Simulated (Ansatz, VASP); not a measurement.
# Two plane-wave programs on Cs

```
Cs
1.0
     5.13837    0.00000    0.00000
    -2.56919    4.44996    0.00000
     0.00000    0.00000    8.41122
Cs
2
Direct
  0.33333 0.66667 0.25000
  0.66667 0.33333 0.75000
```

Alike in both runs: functional LDA; k mesh 7 × 7 × 4; occupations fermi-dirac, width 0.1 eV; no spin polarisation.

Ansatz relaxed the structure, and its values are those at the end. VASP's run is a single point on that final structure, the one shown.

```csv
,VASP,Ansatz
version,VASP 6.6.1,Ansatz 0.2.0
potentials or method,"VASP PAW LDA potentials, release 64 (Cs_sv), cutoff 520 eV","plane waves (420 eV) with PAW, scalar-relativistic"
valence electrons in the cell,18,18
```

|  | VASP | Ansatz | Ansatz less VASP |
| --- | --- | --- | --- |
| pressure (GPa) | 0.0 | 0.0 | +0.01 |

Ansatz warns that its potentials were made for another functional, while VASP's fit it. LDA's correlation is that of Perdew and Zunger in VASP and of Perdew and Wang (1992) in Ansatz.

Spin-orbit coupling is off throughout.
